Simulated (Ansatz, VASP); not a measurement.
One calculation of MgO, two programs

File INCAR:

```
SYSTEM = MgO
  PREC = Accurate
  ENCUT = 520
  EDIFF = 1E-7
  ISMEAR = 0
  SIGMA = 0.05
  LREAL = .FALSE.
  LASPH = .TRUE.
  NELM = 60
  ALGO = Normal
  ISIF = 2
  LWAVE = .FALSE.
  LCHARG = .TRUE.
  GGA = PE
  LELF = .TRUE.
  LVHAR = .TRUE.
  NBANDS = 11
```

File KPOINTS:

```
regular mesh
0
G
  12 12 8
  0 0 0
```

Contents of POSCAR:

```
MgO
1.0
    2.9377244759      0.0000000000      0.0000000000
   -1.4688622380      2.4678197047      0.0000000000
    0.0000000000      0.0000000000      2.6797873418
Mg O
1 1
Direct
    0.0000000000      0.0000000000      0.0000000000
    0.3333333333      0.6666666667      0.5000000000
```

Input for Ansatz:

```yaml
crystal:
  lattice:
    - [2.9377244759, 0.0, 0.0]
    - [-1.468862238, 2.4678197047, 0.0]
    - [0.0, 0.0, 2.6797873418]
  atoms:
    - { symbol: Mg, position: [0.0, 0.0, 0.0] }
    - { symbol: O, position: [0.3333333333, 0.6666666667, 0.5] }
basis:
  ecutwfc: 420
kpoints:
  mp_grid: { grid: [12, 12, 8] }
hamiltonian:
  xc: pbe
scf:
  occupations: { method: gaussian, width: 0.05 }
output:
  forces: true
  stress: true
  eigenvalues: true
```

Change from the starting cell: strain -0.0300 x Voigt [0, 1, 0, 0, 0, 0], atoms carried along.

Alike in both runs: task single point; functional PBE; k mesh 12 × 12 × 8; occupations gaussian, width 0.05 eV; no spin polarisation.

```csv
,VASP,Ansatz
version,VASP 6.6.1,Ansatz 0.2.0
potentials or method,"VASP PAW PBE potentials, release 64 (Mg, O), cutoff 520 eV","scalar-relativistic, plane waves, PAW"
valence electrons in the cell,8,16
```

```csv
,VASP,Ansatz,Ansatz less VASP
gap on the k mesh at the Fermi level (eV),3.17,3.20,+0.023
least direct gap on the mesh (eV),3.65,3.67,+0.020
pressure (GPa),3.5,4.2,+0.64
"traceless stress, the component that is largest in VASP (GPa)",6.23,6.14,-0.094
rms of the force components (eV/Å),0.015,0.014,-0.0008
```

Atom by atom the forces differ by 0.001 eV/Å (rms over components). VASP's potentials hold 8 valence electrons a cell and Ansatz's 16, so a difference there can come from the potentials and not from the codes.
